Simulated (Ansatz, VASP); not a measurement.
# Te: VASP beside Ansatz

Contents of INCAR:

```
  ALGO = Normal
  EDIFF = 1E-7
  ENCUT = 520
  GGA = PS
  ISIF = 2
  ISMEAR = -1
  LASPH = T
  LCHARG = F
  LREAL = F
  LWAVE = F
  NBANDS = 16
  NELM = 100
  PREC = Accurate
  SIGMA = 0.05
```

File KPOINTS:

```
k-points
0
Gamma
  7 7 5
```

POSCAR

```
Te
1.0
    4.4540000000      0.0000000000      0.0000000000
   -2.2270000000      3.8572771485      0.0000000000
    0.0000000000      0.0000000000      5.9240000000
Te
3
Direct
    0.7263560000      0.7262820000     -0.0009900000
    0.0065170000      0.2784260000      0.6737860000
    0.2737860000      0.0109860000      0.3330490000
```

The input input.yaml:

```yaml
crystal:
  lattice:
    - [4.454, 0.0, 0.0]
    - [-2.227, 3.8572771485, 0.0]
    - [0.0, 0.0, 5.924]
  atoms:
    - { symbol: Te, position: [0.726356, 0.726282, -0.00099] }
    - { symbol: Te, position: [0.006517, 0.278426, 0.673786] }
    - { symbol: Te, position: [0.273786, 0.010986, 0.333049] }
kpoints:
  mp_grid: { grid: [7, 7, 5] }
scf:
  occupations: { method: fermi_dirac, width: 0.05 }
hamiltonian:
  xc: pbesol
  pseudopotentials: { kind: all_electron, lapw: { basis_error: 0.001 } }
output:
  forces: true
  stress: true
  eigenvalues: true
  populations: true
```

Change from the starting cell: atoms moved at random, drawn with an rms of 0.05 Å.

Alike in both runs: task single point; functional PBEsol; k mesh 7 × 7 × 5; occupations fermi-dirac, width 0.05 eV; no spin polarisation.

```csv
,VASP,Ansatz
version,VASP 6.6.1,Ansatz 0.2.0
potentials or method,"VASP PAW PBE potentials, release 64 (Te), cutoff 520 eV","all-electron LAPW, scalar-relativistic"
```

|  | VASP | Ansatz | Ansatz less VASP |
| --- | --- | --- | --- |
| gap on the k mesh at the Fermi level (eV) | 0.45 | 0.45 | +0.008 |
| least direct gap on the mesh (eV) | 0.68 | 0.69 | +0.013 |
| pressure (GPa) | -1.2 | -1.3 | -0.06 |
| traceless stress, the component that is largest in VASP (GPa) | 0.15 | 0.11 | -0.038 |
| rms of the force components (eV/Å) | 0.087 | 0.084 | -0.0034 |

VASP's potentials were made for PBE, not for PBEsol. Atom by atom the forces differ by 0.014 eV/Å (rms over components). Ansatz ran all-electron here, and VASP with PAW potentials.

Spin-orbit coupling is off throughout.
